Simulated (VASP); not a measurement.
# Ag (P6_3/mmc) in VASP: notebook

Runs on Ag. Level: PBE. Tasks: single point, relaxation of cell and atoms.

Everything below comes from runs of VASP 6.6.1. Logs are shortened: lines on timing, memory, paths and dates and some standing lists are left out, and cuts for length are marked.

### Step 1. The cell of the first run

Symmetry: P6_3/mmc, No. 194, hexagonal system. Conventional cell: a = 2.903 Å, b = 2.903 Å, c = 9.500 Å, α = 90.00°, β = 90.00°, γ = 120.00°. Within 3.8 Å of Ag (site symmetry -6m2) lie 12 Ag at 2.90 to 2.91 Å. Ag (site symmetry -3m) has 12 Ag at 2.90 to 2.91 Å within 3.8 Å.

### Step 2. Single point, PBE

The input, INCAR:

```
PREC = Accurate
ENCUT = 520
EDIFF = 1E-6
ISMEAR = -1
SIGMA = 0.15
LREAL = F
LASPH = T
NELM = 60
ALGO = Fast
ISIF = 2
LWAVE = F
LCHARG = F
GGA = PE
NBANDS = 30
```

The input, KPOINTS:

```
Automatic mesh
0
Gamma
  18 18 6
```

The input, POSCAR:

```
Ag
1.0
    2.9032763391      0.0000000000      0.0000000000
   -1.4516381695      2.5143110638      0.0000000000
    0.0000000000      0.0000000000      9.4995136923
Ag
4
Direct
    0.3333333333      0.6666666667      0.2500000000
    0.6666666667      0.3333333333      0.7500000000
    0.0000000000      0.0000000000      0.0000000000
    0.0000000000      0.0000000000      0.5000000000
```

Potentials or basis: VASP PAW PBE potentials, release 64 (Ag).

The run is started by

```console
> cat potpaw_PBE.64/Ag/POTCAR > POTCAR
> mpirun -np 1 vasp_std > vasp.out
```

OUTCAR:

```text
PREC = Accurate
   ENCUT = 520
   EDIFF = 1E-6
   ISMEAR = -1
   LREAL = F
   LASPH = T
   NELM = 60
   ISIF = 2
   GGA = PE

 ion  position               nearest neighbor table
   1  0.333  0.667  0.250-   3 2.91   4 2.91   3 2.91   4 2.91   3 2.91   4 2.91
   2  0.667  0.333  0.750-   3 2.91   4 2.91   3 2.91   4 2.91   3 2.91   4 2.91
   3  0.000  0.000  0.000-   1 2.91   2 2.91   1 2.91   2 2.91   2 2.91   1 2.91
   4  0.000  0.000  0.500-   1 2.91   2 2.91   1 2.91   2 2.91   2 2.91   1 2.91

  LATTYP: Found a hexagonal cell.
 ALAT       =     2.9032763391
 C/A-ratio  =     3.2719977649

  Lattice vectors:

 A1 = (   2.9032763391,   0.0000000000,   0.0000000000)
 A2 = (  -1.4516381695,   2.5143110638,   0.0000000000)
 A3 = (   0.0000000000,   0.0000000000,   9.4995136923)

Analysis of symmetry for initial positions (statically):
=====================================================================
 Subroutine PRICEL returns:
 Original cell was already a primitive cell.

 Routine SETGRP: Setting up the symmetry group for a
 hexagonal supercell.

 Subroutine GETGRP returns: Found 24 space group operations
 (whereof 12 operations were pure point group operations)
 out of a pool of 24 trial point group operations.

The static configuration has the point symmetry D_3d.
 The point group associated with its full space group is D_6h.

Analysis of symmetry for dynamics (positions and initial velocities):
=====================================================================
 Subroutine PRICEL returns:
 Original cell was already a primitive cell.

 Routine SETGRP: Setting up the symmetry group for a
 hexagonal supercell.

 Subroutine GETGRP returns: Found 24 space group operations
 (whereof 12 operations were pure point group operations)
 out of a pool of 24 trial point group operations.

The dynamic configuration has the point symmetry D_3d.
 The point group associated with its full space group is D_6h.

 Subroutine INISYM returns: Found 24 space group operations
 (whereof 12 operations are pure point group operations),
 and found     1 'primitive' translations

----------------------------------------------------------------------------------------

                                     Primitive cell

  volume of cell :      69.3440

  direct lattice vectors                    reciprocal lattice vectors
     2.903276339  0.000000000  0.000000000     0.344438449  0.198861631  0.000000000
    -1.451638170  2.514311064  0.000000000     0.000000000  0.397723263  0.000000000
     0.000000000  0.000000000  9.499513692     0.000000000  0.000000000  0.105268547

  length of vectors
     2.903276339  2.903276339  9.499513692     0.397723263  0.397723263  0.105268547

  position of ions in fractional coordinates (direct lattice)
     0.333333333  0.666666667  0.250000000
     0.666666667  0.333333333  0.750000000
     0.000000000  0.000000000  0.000000000
     0.000000000  0.000000000  0.500000000

  ion indices of the primitive-cell ions
   primitive index   ion index
                 1           1
                 2           2
                 3           3
                 4           4

----------------------------------------------------------------------------------------

 KPOINTS: Automatic mesh

Automatic generation of k-mesh.
 Grid dimensions read from file:
 generate k-points for:   18   18    6

 Generating k-lattice:

  Cartesian coordinates                     Fractional coordinates (reciprocal lattice)
     0.019135469  0.011047868  0.000000000     0.055555556  0.000000000  0.000000000
     0.000000000  0.022095737  0.000000000     0.000000000  0.055555556  0.000000000
     0.000000000  0.000000000  0.017544758     0.000000000  0.000000000  0.166666667

  Length of vectors
     0.022095737  0.022095737  0.017544758

  Shift w.r.t. Gamma in fractional coordinates (k-lattice)
     0.000000000  0.000000000  0.000000000

 Subroutine IBZKPT returns following result:
 ===========================================

 Found    148 irreducible k-points:

 Following reciprocal coordinates:
            Coordinates               Weight
  0.000000  0.000000  0.000000      1.000000
  0.055556  0.000000  0.000000      6.000000
  0.111111  0.000000  0.000000      6.000000
  0.166667 -0.000000  0.000000      6.000000
  0.222222 -0.000000  0.000000      6.000000
  0.277778  0.000000  0.000000      6.000000
[... 16 lines left out ...]
  0.333333  0.111111  0.000000     12.000000
  0.388889  0.111111  0.000000     12.000000
 [... further k-points ...]
   k-points           NKPTS =    148   k-points in BZ     NKDIM =    148   number of bands    NBANDS=     30
   number of dos      NEDOS =    301   number of ions     NIONS =      4
   total plane-waves  NPLWV =  41472
   dimension x,y,z NGX =    24 NGY =   24 NGZ =   72
   dimension x,y,z NGXF=    48 NGYF=   48 NGZF=  144
   ions per type =               4
   NGX,Y,Z   is equivalent  to a cutoff of  13.74, 13.74, 12.60 a.u.
   NGXF,Y,Z  is equivalent  to a cutoff of  27.49, 27.49, 25.20 a.u.
 SYSTEM =  unknown system
   PREC   = accura    normal or accurate (medium, high low for compatibility)
   ISTART =      0    job   : 0-new  1-cont  2-samecut
   ICHARG =      2    charge: 1-file 2-atom 10-const
   ISPIN  =      1    spin polarized calculation?
   LNONCOLLINEAR =      F non collinear calculations
   LSORBIT =      F    spin-orbit coupling
   LASPH  =      T    aspherical Exc in radial PAW
   ENCUT  =  520.0 eV  38.22 Ry    6.18 a.u.   5.40  5.40 17.66*2*pi/ulx,y,z
   NELM   =     60;   NELMIN=  2; NELMDL= -5     # of ELM steps
   EDIFF  = 0.1E-05   stopping-criterion for ELM
   LREAL  =      F    real-space projection
   EDIFFG = 0.1E-04   stopping-criterion for IOM
   NSW    =      0    number of steps for IOM
   IBRION =     -1    ionic relax: 0-MD 1-quasi-New 2-CG
   NFREE  =      0    steps in history (QN), initial steepest desc. (CG)
   ISIF   =      2    stress and relaxation
   ISYM   =      2    0-nonsym 1-usesym 2-fastsym
   POTIM  = 0.5000    time-step for ionic-motion
   TEBEG  =    0.0;   TEEND  =   0.0 temperature during run
   PSTRESS=    0.0 pullay stress
   NELECT =      44.0000    total number of electrons
   NUPDOWN=      -1.0000    fix difference up-down
   EMIN   =  10.00;   EMAX   =-10.00  energy-range for DOS
   EFERMI =   0.00;   METHOD = LEGACY
   ISMEAR =    -1;   SIGMA  =   0.15  broadening in eV -4-tet -1-fermi 0-gaus
   EFERMI_NEDOS =   21; number of points for ismear=-14 and -15
   IALGO  =     68    algorithm
   IMIX   =      4    mixing-type and parameters
     AMIX     =   0.40;   BMIX     =  1.00
     AMIX_MAG =   1.60;   BMIX_MAG =  1.00
  volume/ion in A,a.u.               =      17.34       116.99
  Fermi-wavevector in a.u.,A,eV,Ry     =   1.406769  2.658408 26.925918  1.978999
  Thomas-Fermi vector in A             =   2.529096
   LORBIT       =      0    0 simple, 1 ext, 2 COOP (PROOUT), +10 PAW based schemes
   GGA     = PE    functional components
   LHFCALC =     F    Hartree Fock is set to
   AEXX    =    0.0000 exact exchange contribution
   IVDW    =     0    specifies the selected vdW correction
   LEPSILON=     F    determine dielectric tensor
   LRPA    =     F    only Hartree local field effects (RPA)
 non-spin polarized calculation
 RMM-DIIS sequential band-by-band and
  energy-cutoff  :      520.00
  volume of cell :       69.34
 maximum number of plane-waves:      1913
 NGX is ok and might be reduce to    24
   NGX = 11   NGY = 11   NGZ = 35

 number of electron      44.0000011 magnetization

 Free energy of the ion-electron system (eV)
  ---------------------------------------------------
  ext. energy  EPLUGINS =         0.00000000
  ---------------------------------------------------
  free energy    TOTEN  =       -10.88705155 eV

  energy without entropy =      -10.80805240  energy(sigma->0) =      -10.84755198

 E-fermi :   8.2150     XC(G=0): -12.1104

 val. band max:        8.1867615229   @ k =   0.1667  -0.0000   0.3333
 cond. band min:       8.2214216627   @ k =   0.3889   0.0556   0.0000
 fundamental gap:      0.0346601398
 Fermi energy:         8.2150284768

 k-point     1 :       0.0000    0.0000    0.0000
  band No.  band energies     occupation
      1       0.5549      2.00000
      2       1.9049      2.00000
      3       1.9092      2.00000
      4       1.9116      2.00000
      5       3.4415      2.00000
      6       3.4415      2.00000
[... 22 lines left out ...]
     29      23.8738      0.00000
     30      24.7335      0.00000

 k-point     2 :       0.0556    0.0000    0.0000
  band No.  band energies     occupation
      1       0.6399      2.00000
      2       1.9562      2.00000
      3       1.9836      2.00000
      4       1.9850      2.00000
      5       3.3941      2.00000
      6       3.4216      2.00000
[... 22 lines left out ...]
     29      23.8326      0.00000
     30      24.4083      0.00000

 k-point     3 :       0.1111    0.0000    0.0000
  band No.  band energies     occupation
      1       0.8879      2.00000
      2       2.0956      2.00000
      3       2.1893      2.00000
      4       2.1901      2.00000
      5       3.2172      2.00000
      6       3.3470      2.00000
[... 22 lines left out ...]
     29      23.3985      0.00000
     30      23.5048      0.00000

 k-point     4 :       0.1667   -0.0000    0.0000
  band No.  band energies     occupation
      1       1.2714      2.00000
      2       2.2645      2.00000
      3       2.4487      2.00000
      4       2.4625      2.00000
      5       2.9994      2.00000
      6       3.1471      2.00000
[... 616 lines left out ...]
     29      18.1734      0.00000
     30      20.3119      0.00000

 k-point    23 :       0.3333    0.1111    0.0000
  band No.  band energies     occupation
      1       2.1302      2.00000
      2       2.1374      2.00000
      3       2.2403      2.00000
      4       2.6635      2.00000
      5       2.7001      2.00000
      6       2.9294      2.00000
[... 22 lines left out ...]
     29      17.5844      0.00000
     30      19.5570      0.00000

 k-point    24 :       0.3889    0.1111    0.0000
  band No.  band energies     occupation
      1       2.0347      2.00000
      2       2.0662      2.00000
      3       2.1611      2.00000
      4       2.5834      2.00000
      5       2.6405      2.00000
      6       2.8982      2.00000
[... 22 lines left out ...]
     29      17.1680      0.00000
     30      18.0997      0.00000

 [... further k-points ...]
[... 5 lines left out ...]
  --------------------------------------------------------------------------------------
  -------------------------------------------------------------------------------------
  Total        1.2399983      1.2399983      1.2363130      0.0000000      0.0000000     -0.0000000
  in kB       28.6498874     28.6498874     28.5647398      0.0000000      0.0000000     -0.0000000
  external PRESSURE =      28.6215048 kB  Pullay stress =       0.0000000 kB

 VOLUME and BASIS-vectors are now :
 -----------------------------------------------------------------------------
  energy-cutoff  :      520.00
  volume of cell :       69.34
      direct lattice vectors                 reciprocal lattice vectors
     2.903276339  0.000000000  0.000000000     0.344438449  0.198861631  0.000000000
    -1.451638170  2.514311064  0.000000000     0.000000000  0.397723263  0.000000000
     0.000000000  0.000000000  9.499513692     0.000000000  0.000000000  0.105268547

 POSITION                                       TOTAL-FORCE (eV/Angst)
 -----------------------------------------------------------------------------------
     -0.00000      1.67621      2.37488        -0.000000      0.000000      0.000000
      1.45164      0.83810      7.12464         0.000000     -0.000000     -0.000000
      0.00000      0.00000      0.00000         0.000000      0.000000      0.000000
      0.00000      0.00000      4.74976         0.000000      0.000000      0.000000
 -----------------------------------------------------------------------------------
    total drift:                               -0.000000      0.000000      0.000000

  FREE ENERGIE OF THE ION-ELECTRON SYSTEM (eV)
  ---------------------------------------------------
  free  energy   TOTEN  =       -10.8870515534 eV

  energy  without entropy=      -10.8080523973  energy(sigma->0) =      -10.84755198
```

Run time: 91 s. Hardware: 1 thread of Intel Xeon 6975P-C (Granite Rapids), shared host; peak memory 0.35 GiB.

What came out:

```
Free energy            : -10.8871 eV
Pressure               : 2.9 GPa
Band gap on the k mesh : zero (band 22 reaches 11.64 eV, above the bottom of band 23 at 5.10 eV)
```

Levels at points of the mesh, in eV from the Fermi level:
| k point | band 19 | band 20 | band 21 | band 22 | band 23 | band 24 | band 25 | band 26 |
| --- | --- | --- | --- | --- | --- | --- | --- | --- |
| (0.00, 0.00, 0.00) | -3.63 | -3.42 | -3.42 | -3.04 | -3.04 | -0.38 | 3.47 | 10.96 |
| (0.50, 0.00, 0.00) | -2.85 | -2.82 | -0.17 | 0.75 | 0.99 | 1.53 | 4.22 | 4.29 |
| (0.00, 0.00, 0.50) | -3.20 | -3.20 | -3.20 | -3.20 | -2.44 | -2.44 | 6.34 | 6.34 |
| (0.50, 0.00, 0.50) | -2.86 | -2.86 | 0.24 | 0.24 | 1.38 | 1.38 | 4.66 | 4.66 |

### Step 3. Relaxation of cell and atoms, PBE, target pressure 3 GPa, at which the enthalpy is minimised

This run uses another cell than the first one, of 17.87 Å³/atom, 1.031 times its volume.

The input, INCAR:

```
  ALGO = Fast
  EDIFF = 1E-6
  EDIFFG = -0.001
  ENCUT = 600
  GGA = PE
  IBRION = 2
  ISIF = 3
  ISMEAR = -1
  LASPH = T
  LCHARG = F
  LREAL = F
  LWAVE = F
  NELM = 80
  NSW = 80
  PREC = Accurate
  PSTRESS = 30.0
  SIGMA = 0.15
```

The input, KPOINTS:

```
k-points
0
Gamma
  18 18 4
```

The input, POSCAR:

```
Ag
1.0
    2.9331078947      0.0000000000      0.0000000000
   -1.4665539474      2.5401459489      0.0000000000
    0.0000000000      0.0000000000      9.5928994305
Ag
4
Direct
    0.3333333333      0.6666666667      0.2500000000
    0.6666666667      0.3333333333      0.7500000000
    0.0000000000      0.0000000000      0.0000000000
    0.0000000000      0.0000000000      0.5000000000
```

Potentials or basis: VASP PAW PBE potentials, release 64 (Ag).

The run is started by

```console
> cat potpaw_PBE.64/Ag/POTCAR > POTCAR
> mpirun -np 1 vasp_std > vasp.out
```

Wall time 6.1 min (1 thread of Intel Xeon 6975P-C (Granite Rapids), shared host); peak memory 0.35 GiB.

Results (log left out):

```yaml
Free_energy: -10.8836 eV
Relaxed_volume: 17.31 Å³/atom
Relaxed_cell: a = 2.903 Å, b = 2.903 Å, c = 9.489 Å, α = 90.00°, β = 90.00°, γ = 120.00°
Space_group_after_relaxing_to_0.05_Å: P6_3/mmc (No. 194)
Energy_change_on_relaxing_the_enthalpy_is_what_falls: +4.8 meV/atom
Ionic_steps: 11
Pressure_after_relaxing: 3.0 GPa
Band_gap_on_the_k_mesh: zero (band 22 reaches 11.66 eV, above the bottom of band 23 at 5.15 eV)
```

Step by step:
```csv
step,energy change (eV),largest force (eV/Å),pressure (GPa),volume (Å³)
1,0.0000,0.0000,-0.10,71.47
2,0.0515,0.0000,4.86,67.95
3,0.0191,0.0000,3.12,69.24
4,0.0177,0.0000,2.89,69.32
5,0.0178,0.0000,2.88,69.32
6,0.0179,0.0000,2.91,69.31
7,0.0180,0.0000,2.90,69.30
8,0.0182,0.0000,2.93,69.29
9,0.0186,0.0000,2.97,69.27
10,0.0194,0.0000,3.01,69.23
11,0.0192,0.0000,3.00,69.24
```

Final structure:
```cif
data_structure
_symmetry_space_group_name_H-M 'P 1'
_symmetry_Int_Tables_number 1
_cell_length_a 2.9027
_cell_length_b 2.9027
_cell_length_c 9.4888
_cell_angle_alpha 90.000
_cell_angle_beta 90.000
_cell_angle_gamma 120.000
_cell_volume 69.24
loop_
_atom_site_label
_atom_site_type_symbol
_atom_site_fract_x
_atom_site_fract_y
_atom_site_fract_z
_atom_site_occupancy
Ag1 Ag 0.33333 0.66667 0.25000 1
Ag2 Ag 0.66667 0.33333 0.75000 1
Ag3 Ag 0.00000 0.00000 0.00000 1
Ag4 Ag 0.00000 0.00000 0.50000 1
```

Levels at points of the mesh, in eV from the Fermi level:
```
           k point  band 19  band 20  band 21  band 22  band 23  band 24  band 25  band 26
(0.00, 0.00, 0.00)    -3.64    -3.43    -3.43    -3.05    -3.05    -0.39     3.48    10.98
(0.50, 0.00, 0.00)    -2.86    -2.83    -0.18     0.74     0.98     1.52     4.22     4.29
(0.00, 0.00, 0.50)    -3.21    -3.21    -3.21    -3.21    -2.46    -2.46     6.36     6.36
(0.50, 0.00, 0.50)    -2.87    -2.87     0.23     0.23     1.37     1.37     4.66     4.66
```

Caveat: the cell is relaxed towards a set pressure, so the enthalpy falls and the energy may rise.

[end of part 1 of 2]
